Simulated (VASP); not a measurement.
Wanted: the native input for a VASP 6.6.1 run.

```
Task                   : single point
Functional             : LDA
Potentials or basis    : VASP PAW LDA potentials, release 64 (Sn_d)
Cutoff                 : 520 eV
k mesh                 : 3 × 3 × 3
Occupations            : fermi-dirac, width 0.1 eV
Spin                   : no spin polarisation
Dipole correction      : no
Further INCAR settings : ALGO = Normal; EDIFF = 1e-06; NBANDS = 21
```

The structure of Sn lies in POSCAR:

```
Sn
1.0
    0.0000000000      3.2380799619      3.2380799619
    3.2380799619      0.0000000000      3.2380799619
    3.2380799619      3.2380799619      0.0000000000
Sn
2
Direct
    0.5000000000      0.5000000000      0.5000000000
    0.7500000000      0.7500000000      0.7500000000
```

One way to write it, as run:

INCAR

```
PREC = Accurate
ENCUT = 520
EDIFF = 1E-6
ISMEAR = -1
SIGMA = 0.1
LREAL = False
LASPH = True
NELM = 100
ALGO = Normal
ISIF = 2
LWAVE = False
LCHARG = False
GGA = CA
NBANDS = 21
```

KPOINTS

```
Automatic mesh
0
Gamma
  3 3 3
```

Potentials or basis: VASP PAW LDA potentials, release 64 (Sn_d).

Command:

```console
$ cat potpaw_LDA.64/Sn_d/POTCAR > POTCAR
$ mpirun -np 1 vasp_std > vasp.out
```

It gave:

| Quantity | Value |
| --- | --- |
| Pressure | 2.0 GPa |
| Band gap on the k mesh | zero (band 14 reaches 5.59 eV, above the bottom of band 15 at 5.57 eV) |

Caveat: the k points lie up to 0.56 Å⁻¹ apart; spin-orbit coupling is left out, which moves the levels of the heavy elements.

Wall time 9.4 s on 1 thread of Intel Xeon 8259CL, on a shared host, peak memory 0.16 GiB.
